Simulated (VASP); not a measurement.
Runs of VASP 6.6.1 on GaN. The structure is that of space group Cmcm (No. 63), or close to it. The cells are those of the table. 

```tsv
task	spin	cell	k mesh	cutoff (eV)	smearing	gap on the mesh (eV)	pressure (GPa)	largest force (eV/Å)
single point	collinear, ferromagnetic start	a = 5.114, b = 5.114, c = 3.501 Å, angles 90.0, 90.0, 141.3°, 4 atoms	6 × 6 × 6	520	gaussian 0.1 eV	none	-25.7	1.71
single point	off	a = 5.114, b = 5.114, c = 3.501 Å, angles 90.0, 90.0, 141.3°, 4 atoms	6 × 6 × 6	520	gaussian 0.1 eV	none	-25.7	1.71
single point	off	a = 6.413, b = 6.413, c = 2.913 Å, angles 90.0, 90.0, 153.8°, 4 atoms	10 × 10 × 10	520	gaussian 0.02 eV	0.69	0.5	(b)
relaxation of cell and atoms	off	relaxed from a = 5.114, b = 5.114, c = 3.501 Å, angles 90.0, 90.0, 141.3°, 4 atoms	6 × 6 × 6	600	gaussian 0.1 eV	0.63	0.0	0.02
single point	off	a = 6.172, b = 6.172, c = 2.915 Å, angles 90.0, 90.0, 152.7°, 4 atoms	6 × 6 × 6	520	gaussian 0.1 eV	0.69	0.6	(a)
```

Alike in all rows: level PBE; potentials or basis VASP PAW PBE potentials, release 64 (Ga_d, N).

Problem. Estimate the missing entries.

Solution. (a) 0.04; (b) 0.03.

Caveats: forces of over 1 eV/Å act on the atoms, so gaps and moduli don't describe the material at rest (some runs).

A k mesh can miss the band edges, and the runs leave out spin-orbit coupling on Ga.

A gap of «none» marks levels without a gap at the run's occupations.
